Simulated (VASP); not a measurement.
# CaGe2N3 (Cmc2_1) in VASP: single point with PBE

Aim: the single point of CaGe2N3 with PBE.

Program: VASP 6.6.1. These are calculated values, not measurements. Logs are shortened: lines on timing, memory, paths and dates and some standing lists are left out, and cuts for length are marked.

### 1 The cell of the first run

It takes space group Cmc2_1 (No. 36, orthorhombic). The conventional cell has a = 10.383 Å, b = 6.290 Å, c = 5.131 Å, α = 90.00°, β = 90.00°, γ = 90.00°. Within 3.2 Å of Ca (site symmetry m) lie 5 N at 2.44 to 2.58 Å and 2 Ge at 3.19 Å. Within 2.6 Å of Ge (site symmetry 1) lie 4 N at 1.94 to 2.02 Å. Within 2.6 Å of N (site symmetry 1) lie 3 Ge at 1.94 to 2.02 Å and 1 Ca at 2.45 Å. Within 2.6 Å of N (site symmetry m) lie 2 Ge at 1.95 Å and 3 Ca at 2.44 to 2.58 Å.

### 2 Single point, PBE

INCAR reads:

```
SYSTEM = CaGe2N3
PREC     = Accurate       ! precision mode
ENCUT    = 520            ! plane-wave cutoff, eV
EDIFF    = 1E-7           ! SCF threshold, eV
ISMEAR   = 0              ! smearing method
SIGMA    = 0.2            ! smearing width, eV
LREAL    = .False.        ! projectors in reciprocal space
LASPH    = .True.         ! aspherical terms in the spheres
NELM     = 60             ! most SCF steps
ALGO     = Normal         ! electronic algorithm
ISIF     = 2              ! what is computed and relaxed
LWAVE    = .False.        ! write WAVECAR
LCHARG   = .False.        ! write CHGCAR
GGA      = PE             ! functional
NBANDS   = 65             ! bands
```

KPOINTS reads:

```
Automatic mesh
0
Gamma
  3 3 3
  0 0 0
```

POSCAR reads:

```
CaGe2N3
1.0
    5.1913661825     -3.1451315699      0.0000000000
    5.1913661825      3.1451315699      0.0000000000
    0.0000000000      0.0000000000      5.1305078155
Ca Ge N
2 4 6
Direct
    0.1787319800      0.8212680200      0.4725127526
    0.8212680200      0.1787319800      0.9725127526
    0.8309520654      0.5084930869      0.4923869671
    0.5084930869      0.8309520654      0.9923869671
    0.1690479346      0.4915069131      0.9923869671
    0.4915069131      0.1690479346      0.4923869671
    0.5634178241      0.8383218258      0.3641635649
    0.1616781742      0.4365821759      0.3641635649
    0.7914633790      0.2085366210      0.4703861835
    0.8383218258      0.5634178241      0.8641635649
    0.4365821759      0.1616781742      0.8641635649
    0.2085366210      0.7914633790      0.9703861835
```

Potentials or basis: VASP PAW PBE potentials, release 64 (Ca_sv, Ge_d, N).

Started as:

```bash
> cat potpaw_PBE.64/Ca_sv/POTCAR potpaw_PBE.64/Ge_d/POTCAR potpaw_PBE.64/N/POTCAR > POTCAR
> mpirun -np 1 vasp_std > vasp.out
```

OUTCAR:

```text
SYSTEM = CaGe2N3
   PREC = Accurate
   ENCUT = 520
   EDIFF = 1E-7
   ISMEAR = 0
   LREAL = .False.
   LASPH = .True.
   NELM = 60
   ISIF = 2
   GGA = PE

 ion  position               nearest neighbor table
   1  0.179  0.821  0.473-   9 2.44   8 2.45   7 2.45
   2  0.821  0.179  0.973-  12 2.44  11 2.45  10 2.45
   3  0.831  0.508  0.492-  10 1.94   9 1.95   8 1.96   7 2.02
   4  0.508  0.831  0.992-   7 1.94  12 1.95  11 1.96  10 2.02
   5  0.169  0.492  0.992-   8 1.94  12 1.95  10 1.96  11 2.02
   6  0.492  0.169  0.492-  11 1.94   9 1.95   7 1.96   8 2.02
   7  0.563  0.838  0.364-   4 1.94   6 1.96   3 2.02   1 2.45
   8  0.162  0.437  0.364-   5 1.94   3 1.96   6 2.02   1 2.45
   9  0.791  0.209  0.470-   3 1.95   6 1.95   1 2.44
  10  0.838  0.563  0.864-   3 1.94   5 1.96   4 2.02   2 2.45
  11  0.437  0.162  0.864-   6 1.94   4 1.96   5 2.02   2 2.45
  12  0.209  0.791  0.970-   4 1.95   5 1.95   2 2.44

  LATTYP: Found a base centered orthorhombic cell.
 ALAT       =     6.2902631398
 B/A-ratio  =     1.6506038196
 C/A-ratio  =     0.8156268985

  Lattice vectors:

 A1 = (  -5.1913661825,  -3.1451315699,   0.0000000000)
 A2 = (   5.1913661825,  -3.1451315699,   0.0000000000)
 A3 = (   0.0000000000,   0.0000000000,   5.1305078155)

Analysis of symmetry for initial positions (statically):
=====================================================================
 Subroutine PRICEL returns:
 Original cell was already a primitive cell.

 Routine SETGRP: Setting up the symmetry group for a
 base centered orthorhombic supercell.

 Subroutine GETGRP returns: Found  4 space group operations
 (whereof  2 operations were pure point group operations)
 out of a pool of  8 trial point group operations.

The static configuration has the point symmetry C_1h.
 The point group associated with its full space group is C_2v.

Analysis of symmetry for dynamics (positions and initial velocities):
=====================================================================
 Subroutine PRICEL returns:
 Original cell was already a primitive cell.

 Routine SETGRP: Setting up the symmetry group for a
 base centered orthorhombic supercell.

 Subroutine GETGRP returns: Found  4 space group operations
 (whereof  2 operations were pure point group operations)
 out of a pool of  8 trial point group operations.

The dynamic configuration has the point symmetry C_1h.
 The point group associated with its full space group is C_2v.

 Subroutine INISYM returns: Found  4 space group operations
 (whereof  2 operations are pure point group operations),
 and found     1 'primitive' translations

----------------------------------------------------------------------------------------

                                     Primitive cell

  volume of cell :     167.5370

  direct lattice vectors                    reciprocal lattice vectors
     5.191366183 -3.145131570  0.000000000     0.096313761 -0.158975861  0.000000000
     5.191366183  3.145131570  0.000000000     0.096313761  0.158975861  0.000000000
     0.000000000  0.000000000  5.130507815     0.000000000  0.000000000  0.194912480

  length of vectors
     6.069772272  6.069772272  5.130507815     0.185875402  0.185875402  0.194912480

  position of ions in fractional coordinates (direct lattice)
     0.178731980  0.821268020  0.472512753
     0.821268020  0.178731980  0.972512753
     0.830952065  0.508493087  0.492386967
     0.508493087  0.830952065  0.992386967
     0.169047935  0.491506913  0.992386967
     0.491506913  0.169047935  0.492386967
     0.563417824  0.838321826  0.364163565
     0.161678174  0.436582176  0.364163565
     0.791463379  0.208536621  0.470386183
     0.838321826  0.563417824  0.864163565
     0.436582176  0.161678174  0.864163565
     0.208536621  0.791463379  0.970386183

  ion indices of the primitive-cell ions
   primitive index   ion index
                 1           1
                 2           2
                 3           3
                 4           4
                 5           5
                 6           6
                 7           7
                 8           8
                 9           9
                10          10
                11          11
                12          12

----------------------------------------------------------------------------------------

 KPOINTS: Automatic mesh

Automatic generation of k-mesh.
 Grid dimensions read from file:
 generate k-points for:    3    3    3

 Generating k-lattice:

  Cartesian coordinates                     Fractional coordinates (reciprocal lattice)
     0.032104587 -0.052991954  0.000000000     0.333333333 -0.000000000  0.000000000
     0.032104587  0.052991954  0.000000000    -0.000000000  0.333333333  0.000000000
     0.000000000  0.000000000  0.064970827     0.000000000  0.000000000  0.333333333

  Length of vectors
     0.061958467  0.061958467  0.064970827

  Shift w.r.t. Gamma in fractional coordinates (k-lattice)
     0.000000000  0.000000000  0.000000000

 Subroutine IBZKPT returns following result:
 ===========================================

 Found      8 irreducible k-points:

 Following reciprocal coordinates:
            Coordinates               Weight
  0.000000  0.000000  0.000000      1.000000
  0.333333  0.000000  0.000000      4.000000
  0.333333  0.333333  0.000000      2.000000
 -0.333333  0.333333  0.000000      2.000000
  0.000000  0.000000  0.333333      2.000000
  0.333333  0.000000  0.333333      8.000000
  0.333333  0.333333  0.333333      4.000000
 -0.333333  0.333333  0.333333      4.000000
   k-points           NKPTS =      8   k-points in BZ     NKDIM =      8   number of bands    NBANDS=     65
   number of dos      NEDOS =    301   number of ions     NIONS =     12
   total plane-waves  NPLWV =  92160
   dimension x,y,z NGX =    48 NGY =   48 NGZ =   40
   dimension x,y,z NGXF=    96 NGYF=   96 NGZF=   80
   ions per type =               2   4   6
   NGX,Y,Z   is equivalent  to a cutoff of  13.15, 13.15, 12.96 a.u.
   NGXF,Y,Z  is equivalent  to a cutoff of  26.29, 26.29, 25.92 a.u.
 SYSTEM =  CaGe2N3
   PREC   = accura    normal or accurate (medium, high low for compatibility)
   ISTART =      0    job   : 0-new  1-cont  2-samecut
   ICHARG =      2    charge: 1-file 2-atom 10-const
   ISPIN  =      1    spin polarized calculation?
   LNONCOLLINEAR =      F non collinear calculations
   LSORBIT =      F    spin-orbit coupling
   LASPH  =      T    aspherical Exc in radial PAW
   ENCUT  =  520.0 eV  38.22 Ry    6.18 a.u.  11.29 11.29  9.54*2*pi/ulx,y,z
   NELM   =     60;   NELMIN=  2; NELMDL= -5     # of ELM steps
   EDIFF  = 0.1E-06   stopping-criterion for ELM
   LREAL  =      F    real-space projection
   EDIFFG = 0.1E-05   stopping-criterion for IOM
   NSW    =      0    number of steps for IOM
   IBRION =     -1    ionic relax: 0-MD 1-quasi-New 2-CG
   NFREE  =      0    steps in history (QN), initial steepest desc. (CG)
   ISIF   =      2    stress and relaxation
   ISYM   =      2    0-nonsym 1-usesym 2-fastsym
   POTIM  = 0.5000    time-step for ionic-motion
   TEBEG  =    0.0;   TEEND  =   0.0 temperature during run
   PSTRESS=    0.0 pullay stress
   NELECT =     106.0000    total number of electrons
   NUPDOWN=      -1.0000    fix difference up-down
   EMIN   =  10.00;   EMAX   =-10.00  energy-range for DOS
   EFERMI =   0.00;   METHOD = LEGACY
   ISMEAR =     0;   SIGMA  =   0.20  broadening in eV -4-tet -1-fermi 0-gaus
   EFERMI_NEDOS =   21; number of points for ismear=-14 and -15
   IALGO  =     38    algorithm
   IMIX   =      4    mixing-type and parameters
     AMIX     =   0.40;   BMIX     =  1.00
     AMIX_MAG =   1.60;   BMIX_MAG =  1.00
  volume/ion in A,a.u.               =      13.96        94.22
  Fermi-wavevector in a.u.,A,eV,Ry     =   1.405421  2.655861 26.874348  1.975209
  Thomas-Fermi vector in A             =   2.527884
   LORBIT       =      0    0 simple, 1 ext, 2 COOP (PROOUT), +10 PAW based schemes
   GGA     = PE    functional components
   LHFCALC =     F    Hartree Fock is set to
   AEXX    =    0.0000 exact exchange contribution
   IVDW    =     0    specifies the selected vdW correction
   LEPSILON=     F    determine dielectric tensor
   LRPA    =     F    only Hartree local field effects (RPA)
 non-spin polarized calculation
 Gauss-broadening in eV      SIGMA  =   0.20
  energy-cutoff  :      520.00
  volume of cell :      167.54
 maximum number of plane-waves:      4523
 NGX is ok and might be reduce to    48
   NGX = 23   NGY = 23   NGZ = 19

 number of electron     105.9999974 magnetization

 Free energy of the ion-electron system (eV)
  ---------------------------------------------------
  ext. energy  EPLUGINS =         0.00000000
  ---------------------------------------------------
  free energy    TOTEN  =       -74.51115188 eV

  energy without entropy =      -74.41562221  energy(sigma->0) =      -74.46338705

 E-fermi :   7.0419     XC(G=0): -10.6631

 val. band max:        6.9808136795   @ k =   0.3333   0.0000   0.0000
 cond. band min:       7.1129181173   @ k =   0.3333   0.0000   0.3333
 fundamental gap:      0.1321044379
 Fermi energy:         7.0419258592

 k-point     1 :       0.0000    0.0000    0.0000
  band No.  band energies     occupation
      1     -34.5633      2.00000
      2     -34.5337      2.00000
      3     -19.4165      2.00000
      4     -19.4098      2.00000
      5     -19.3983      2.00000
      6     -19.3684      2.00000
[... 57 lines left out ...]
     64      10.9249      0.00000
     65      10.9930      0.00000

 k-point     2 :       0.3333    0.0000    0.0000
  band No.  band energies     occupation
      1     -34.5630      2.00000
      2     -34.5340      2.00000
      3     -19.4179      2.00000
      4     -19.4157      2.00000
      5     -19.3887      2.00000
      6     -19.3778      2.00000
[... 465 lines left out ...]
     64      10.4845      0.00000
     65      10.5575      0.00000

------------------------ aborting loop because EDIFF is reached ----------------------------------------

  FORCE on cell =-STRESS in cart. coord.  units (eV):
  Direction    XX          YY          ZZ          XY          YZ          ZX
  --------------------------------------------------------------------------------------
  -------------------------------------------------------------------------------------
  Total       -0.1500012      0.1380798     -0.2444022      0.0000000      0.0000000      0.0000000
  in kB       -1.4344801      1.3204745     -2.3372486      0.0000000      0.0000000      0.0000000
  external PRESSURE =      -0.8170847 kB  Pullay stress =       0.0000000 kB

 VOLUME and BASIS-vectors are now :
 -----------------------------------------------------------------------------
  energy-cutoff  :      520.00
  volume of cell :      167.54
      direct lattice vectors                 reciprocal lattice vectors
     5.191366183 -3.145131570  0.000000000     0.096313761 -0.158975861  0.000000000
     5.191366183  3.145131570  0.000000000     0.096313761  0.158975861  0.000000000
     0.000000000  0.000000000  5.130507815     0.000000000  0.000000000  0.194912480

 POSITION                                       TOTAL-FORCE (eV/Angst)
 -----------------------------------------------------------------------------------
      5.19137      2.02086      2.42423         0.000000      0.001911      0.016653
      5.19137     -2.02086      4.98948         0.000000     -0.001911      0.016653
      6.95355     -1.01418      2.52620        -0.060371     -0.040157     -0.005231
      6.95355      1.01418      5.09145        -0.060371      0.040157     -0.005231
      3.42918      1.01418      5.09145         0.060371      0.040157     -0.005231
      3.42918     -1.01418      2.52620         0.060371     -0.040157     -0.005231
      7.27694      0.86461      1.86834         0.031504      0.009414     -0.000758
      3.10579      0.86461      1.86834        -0.031504      0.009414     -0.000758
      5.19137     -1.83338      2.41332         0.000000      0.038728     -0.004674
      7.27694     -0.86461      4.43360         0.031504     -0.009414     -0.000758
      3.10579     -0.86461      4.43360        -0.031504     -0.009414     -0.000758
      5.19137      1.83338      4.97857         0.000000     -0.038728     -0.004674
 -----------------------------------------------------------------------------------
    total drift:                                0.000001     -0.000000     -0.001702

  FREE ENERGIE OF THE ION-ELECTRON SYSTEM (eV)
  ---------------------------------------------------
  free  energy   TOTEN  =       -74.5111518789 eV

  energy  without entropy=      -74.4156222122  energy(sigma->0) =      -74.46338705
```

Run time: 92 s. Hardware: 1 thread of Intel Xeon Platinum 8559C (Emerald Rapids), shared host; peak memory 0.32 GiB.

Results:

```yaml
Free_energy: -74.5112 eV
Pressure: -0.1 GPa
Largest_force: 0.073 eV/Å
Band_gap_on_the_k_mesh: zero (band 53 reaches 7.29 eV, above the bottom of band 54 at 6.40 eV)
```

Forces on the atoms (eV/Å):
```
Ca   0.000  0.002  0.017
Ca   0.000 -0.002  0.017
Ge  -0.060 -0.040 -0.005
Ge  -0.060  0.040 -0.005
Ge   0.060  0.040 -0.005
Ge   0.060 -0.040 -0.005
N    0.032  0.009 -0.001
N   -0.032  0.009 -0.001
N    0.000  0.039 -0.005
N    0.032 -0.009 -0.001
N   -0.032 -0.009 -0.001
N    0.000 -0.039 -0.005
```

Levels at points of the mesh, in eV from the Fermi level:
| k point | band 51 | band 52 | band 53 | band 54 | band 55 | band 56 |
| --- | --- | --- | --- | --- | --- | --- |
| (0.00, 0.00, 0.00) | -3.59 | -2.96 | -1.63 | -0.49 | 0.93 | 1.09 |

Caveat: the k points lie up to 0.41 Å⁻¹ apart.
